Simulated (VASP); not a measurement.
# Ir (I4/mmm) in VASP: notebook, part 2 of 2

VASP 6.6.1.

### 6 Single point, PBE (strain +0.050 along x and y, +0.000 along z)

File INCAR:

```
SYSTEM = Ir
  ALGO = Normal
  EDIFF = 1E-6
  ENCUT = 520
  GGA = PE
  ISIF = 2
  ISMEAR = 0
  LASPH = .True.
  LCHARG = .True.
  LELF = .True.
  LREAL = .False.
  LVHAR = .True.
  LWAVE = .False.
  NBANDS = 10
  NELM = 60
  PREC = Accurate
  SIGMA = 0.15
```

File KPOINTS:

```
k-points
0
Gamma
  22 22 22
  0 0 0
```

File POSCAR:

```
Ir
1.0
    0.0000000000      2.0156850000      1.9197000000
    2.0156850000      0.0000000000      1.9197000000
    2.0156850000      2.0156850000      0.0000000000
Ir
1
Direct
    0.0000000000      0.0000000000      0.0000000000
```

Potentials or basis: VASP PAW PBE potentials, release 64 (Ir).

Started as:

```sh
> cat potpaw_PBE.64/Ir/POTCAR > POTCAR
> mpirun -np 1 vasp_std > vasp.out
```

OUTCAR:

```text
SYSTEM = Ir
   EDIFF = 1E-6
   ENCUT = 520
   GGA = PE
   ISIF = 2
   ISMEAR = 0
   LASPH = .True.
   LREAL = .False.
   NELM = 60
   PREC = Accurate

 ion  position               nearest neighbor table
   1  0.000  0.000  0.000-

  LATTYP: Found a body centered tetragonal cell.
 ALAT       =     2.8506090645
 C/A-ratio  =     1.3468700594

  Lattice vectors:

 A1 = (   0.0000000000,  -2.0156850000,  -1.9197000000)
 A2 = (   0.0000000000,   2.0156850000,  -1.9197000000)
 A3 = (   2.0156850000,   0.0000000000,   1.9197000000)

Analysis of symmetry for initial positions (statically):
=====================================================================
 Subroutine PRICEL returns:
 Original cell was already a primitive cell.

 Routine SETGRP: Setting up the symmetry group for a
 body centered tetragonal supercell.

 Subroutine GETGRP returns: Found 16 space group operations
 (whereof 16 operations were pure point group operations)
 out of a pool of 16 trial point group operations.

The static configuration has the point symmetry D_4h.

Analysis of symmetry for dynamics (positions and initial velocities):
=====================================================================
 Subroutine PRICEL returns:
 Original cell was already a primitive cell.

 Routine SETGRP: Setting up the symmetry group for a
 body centered tetragonal supercell.

 Subroutine GETGRP returns: Found 16 space group operations
 (whereof 16 operations were pure point group operations)
 out of a pool of 16 trial point group operations.

The dynamic configuration has the point symmetry D_4h.

 Subroutine INISYM returns: Found 16 space group operations
 (whereof 16 operations are pure point group operations),
 and found     1 'primitive' translations

----------------------------------------------------------------------------------------

                                     Primitive cell

  volume of cell :      15.5994

  direct lattice vectors                    reciprocal lattice vectors
     0.000000000  2.015685000  1.919700000    -0.248054632  0.248054632  0.260457363
     2.015685000  0.000000000  1.919700000     0.248054632 -0.248054632  0.260457363
     2.015685000  2.015685000  0.000000000     0.248054632  0.248054632 -0.260457363

  length of vectors
     2.783565000  2.783565000  2.850609064     0.436921318  0.436921318  0.436921318

  position of ions in fractional coordinates (direct lattice)
     0.000000000  0.000000000  0.000000000

  ion indices of the primitive-cell ions
   primitive index   ion index
                 1           1

----------------------------------------------------------------------------------------

 KPOINTS: k-points

Automatic generation of k-mesh.
 Grid dimensions read from file:
 generate k-points for:   22   22   22

 Generating k-lattice:

  Cartesian coordinates                     Fractional coordinates (reciprocal lattice)
    -0.011275211  0.011275211  0.011838971     0.045454545  0.000000000  0.000000000
     0.011275211 -0.011275211  0.011838971     0.000000000  0.045454545  0.000000000
     0.011275211  0.011275211 -0.011838971    -0.000000000 -0.000000000  0.045454545

  Length of vectors
     0.019860060  0.019860060  0.019860060

  Shift w.r.t. Gamma in fractional coordinates (k-lattice)
     0.000000000  0.000000000  0.000000000

 Subroutine IBZKPT returns following result:
 ===========================================

 Found    834 irreducible k-points:

 Following reciprocal coordinates:
            Coordinates               Weight
  0.000000  0.000000  0.000000      1.000000
  0.045455 -0.000000  0.000000      8.000000
  0.090909 -0.000000  0.000000      8.000000
  0.136364  0.000000  0.000000      8.000000
  0.181818  0.000000  0.000000      8.000000
  0.227273  0.000000  0.000000      8.000000
[... 16 lines left out ...]
  0.500000  0.045455  0.000000      8.000000
 -0.454545  0.045455  0.000000      8.000000
 [... further k-points ...]
   k-points           NKPTS =    834   k-points in BZ     NKDIM =    834   number of bands    NBANDS=     10
   number of dos      NEDOS =    301   number of ions     NIONS =      1
   total plane-waves  NPLWV =  13824
   dimension x,y,z NGX =    24 NGY =   24 NGZ =   24
   dimension x,y,z NGXF=    48 NGYF=   48 NGZF=   48
   ions per type =               1
   NGX,Y,Z   is equivalent  to a cutoff of  14.33, 14.33, 14.00 a.u.
   NGXF,Y,Z  is equivalent  to a cutoff of  28.67, 28.67, 27.99 a.u.
 SYSTEM =  Ir
   PREC   = accura    normal or accurate (medium, high low for compatibility)
   ISTART =      0    job   : 0-new  1-cont  2-samecut
   ICHARG =      2    charge: 1-file 2-atom 10-const
   ISPIN  =      1    spin polarized calculation?
   LNONCOLLINEAR =      F non collinear calculations
   LSORBIT =      F    spin-orbit coupling
   LASPH  =      T    aspherical Exc in radial PAW
   ENCUT  =  520.0 eV  38.22 Ry    6.18 a.u.   5.18  5.18  5.30*2*pi/ulx,y,z
   NELM   =     60;   NELMIN=  2; NELMDL= -5     # of ELM steps
   EDIFF  = 0.1E-05   stopping-criterion for ELM
   LREAL  =      F    real-space projection
   EDIFFG = 0.1E-04   stopping-criterion for IOM
   NSW    =      0    number of steps for IOM
   IBRION =     -1    ionic relax: 0-MD 1-quasi-New 2-CG
   NFREE  =      0    steps in history (QN), initial steepest desc. (CG)
   ISIF   =      2    stress and relaxation
   ISYM   =      2    0-nonsym 1-usesym 2-fastsym
   POTIM  = 0.5000    time-step for ionic-motion
   TEBEG  =    0.0;   TEEND  =   0.0 temperature during run
   PSTRESS=    0.0 pullay stress
   NELECT =       9.0000    total number of electrons
   NUPDOWN=      -1.0000    fix difference up-down
   EMIN   =  10.00;   EMAX   =-10.00  energy-range for DOS
   EFERMI =   0.00;   METHOD = LEGACY
   ISMEAR =     0;   SIGMA  =   0.15  broadening in eV -4-tet -1-fermi 0-gaus
   EFERMI_NEDOS =   21; number of points for ismear=-14 and -15
   IALGO  =     38    algorithm
   IMIX   =      4    mixing-type and parameters
     AMIX     =   0.40;   BMIX     =  1.00
     AMIX_MAG =   1.60;   BMIX_MAG =  1.00
  volume/ion in A,a.u.               =      15.60       105.27
  Fermi-wavevector in a.u.,A,eV,Ry     =   1.362865  2.575441 25.271467  1.857400
  Thomas-Fermi vector in A             =   2.489317
   LORBIT       =      0    0 simple, 1 ext, 2 COOP (PROOUT), +10 PAW based schemes
   GGA     = PE    functional components
   LHFCALC =     F    Hartree Fock is set to
   AEXX    =    0.0000 exact exchange contribution
   IVDW    =     0    specifies the selected vdW correction
   LEPSILON=     F    determine dielectric tensor
   LRPA    =     F    only Hartree local field effects (RPA)
 non-spin polarized calculation
 Gauss-broadening in eV      SIGMA  =   0.15
  energy-cutoff  :      520.00
  volume of cell :       15.60
 maximum number of plane-waves:       439
 NGX is ok and might be reduce to    24
   NGX = 11   NGY = 11   NGZ = 11

 number of electron       9.0000000 magnetization

 Free energy of the ion-electron system (eV)
  ---------------------------------------------------
  ext. energy  EPLUGINS =         0.00000000
  ---------------------------------------------------
  free energy    TOTEN  =        -8.75694530 eV

  energy without entropy =       -8.74290959  energy(sigma->0) =       -8.74992744

 E-fermi :   8.7526     XC(G=0): -13.4110

 val. band max:        8.7502071779   @ k =   0.2727   0.0000   0.2727
 cond. band min:       8.7532100213   @ k =  -0.3636   0.3182   0.2727
 fundamental gap:      0.0030028434
 Fermi energy:         8.7525667641

 k-point     1 :       0.0000    0.0000    0.0000
  band No.  band energies     occupation
      1      -1.3074      2.00000
      2       5.2808      2.00000
      3       5.2808      2.00000
      4       5.8171      2.00000
      5       7.3774      2.00000
      6       8.0740      2.00000
      7      23.3058      0.00000
      8      27.8421      0.00000
      9      27.8421      0.00000
     10      29.2040      0.00000
[... 287 lines left out ...]
 k-point    24 :      -0.4545    0.0455    0.0000
  band No.  band energies     occupation
      1       1.7442      2.00000
      2       5.1433      2.00000
      3       5.6075      2.00000
      4       7.7670      2.00000
      5       9.5579      0.00000
      6       9.7953      0.00000
      7      15.3538      0.00000
      8      22.9311      0.00000
      9      27.4391      0.00000
     10      27.9657      0.00000

 [... further k-points ...]

------------------------ aborting loop because EDIFF is reached ----------------------------------------

  FORCE on cell =-STRESS in cart. coord.  units (eV):
  Direction    XX          YY          ZZ          XY          YZ          ZX
  --------------------------------------------------------------------------------------
  -------------------------------------------------------------------------------------
  Total       -2.4064406     -2.4064406     -1.1107928      0.0000000      0.0000000      0.0000000
  in kB     -247.1593504   -247.1593504   -114.0866841      0.0000000      0.0000000      0.0000000
  external PRESSURE =    -202.8017950 kB  Pullay stress =       0.0000000 kB

 VOLUME and BASIS-vectors are now :
 -----------------------------------------------------------------------------
  energy-cutoff  :      520.00
  volume of cell :       15.60
      direct lattice vectors                 reciprocal lattice vectors
     0.000000000  2.015685000  1.919700000    -0.248054632  0.248054632  0.260457363
     2.015685000  0.000000000  1.919700000     0.248054632 -0.248054632  0.260457363
     2.015685000  2.015685000  0.000000000     0.248054632  0.248054632 -0.260457363

 POSITION                                       TOTAL-FORCE (eV/Angst)
 -----------------------------------------------------------------------------------
      0.00000      0.00000      0.00000         0.000000     -0.000000      0.000000
 -----------------------------------------------------------------------------------
    total drift:                               -0.000000      0.000000     -0.000000

  FREE ENERGIE OF THE ION-ELECTRON SYSTEM (eV)
  ---------------------------------------------------
  free  energy   TOTEN  =        -8.7569452989 eV

  energy  without entropy=       -8.7429095877  energy(sigma->0) =       -8.74992744
```

stdout:

```text
POSCAR found type information on POSCAR Ir
 POSCAR found :  1 types and       1 ions
 scaLAPACK will be used
 LDA part: xc-table for (Slater+PW92), standard interpolation
 POSCAR, INCAR and KPOINTS ok, starting setup
 FFT: planning ... GRIDC
 FFT: planning ... GRID_SOFT
 FFT: planning ... GRID
 WAVECAR not read
 entering main loop
```

Wall time 55 s (1 thread of Intel Xeon Platinum 8488C (Sapphire Rapids), shared host); peak memory 0.26 GiB.

Results:

```yaml
Free_energy: -8.7569 eV
Pressure: -20.3 GPa
```

Stress tensor (GPa, compression positive):
```
-24.72   0.00   0.00
  0.00 -24.72   0.00
  0.00   0.00 -11.41
```

Levels at points of the mesh, in eV from the Fermi level:
```tsv
k point	band 1	band 2	band 3	band 4	band 5	band 6	band 7	band 8
(0.00, 0.00, 0.00)	-10.06	-3.47	-3.47	-2.94	-1.38	-0.68	14.55	19.09
(0.50, 0.00, 0.00)	-7.08	-3.68	-3.08	-0.45	0.60	0.93	6.38	13.98
(0.50, 0.50, 0.00)	-6.76	-6.33	0.71	1.29	1.29	2.43	10.10	10.72
(0.50, 0.00, 0.50)	-6.84	-6.26	0.72	0.98	1.46	1.48	8.89	11.40
```

Caveat: the cell differs from its parent crystal (strain +0.050 along x and y, +0.000 along z); spin-orbit coupling is left out, which moves the levels of the heavy elements.

### 7 The runs side by side

| cell | gap on the mesh (eV) | pressure (GPa) |
| --- | --- | --- |
| a = 2.683, b = 2.683, c = 2.783 Å, angles 58.8, 58.8, 62.5°, 1 atom | none | 11.7 |
| a = 2.716, b = 2.716, c = 2.783 Å, angles 59.2, 59.2, 61.6°, 1 atom | none | 1.2 |
| a = 2.718, b = 2.718, c = 2.851 Å, angles 58.4, 58.4, 63.2°, 1 atom | none | -5.0 |
| a = 2.751, b = 2.751, c = 2.851 Å, angles 58.8, 58.8, 62.4°, 1 atom | none | -13.3 |
| a = 2.784, b = 2.784, c = 2.851 Å, angles 59.2, 59.2, 61.6°, 1 atom | none | -20.3 |

Alike in all rows: task single point; level PBE; potentials or basis VASP PAW PBE potentials, release 64 (Ir); no spin polarisation; k mesh 22 × 22 × 22; cutoff (eV) 520; smearing gaussian 0.15 eV.

Caveats: spin-orbit coupling is left out, which moves the levels of the heavy elements.

Total energies depend on the potentials used, so only differences within one code and one set of settings carry meaning.
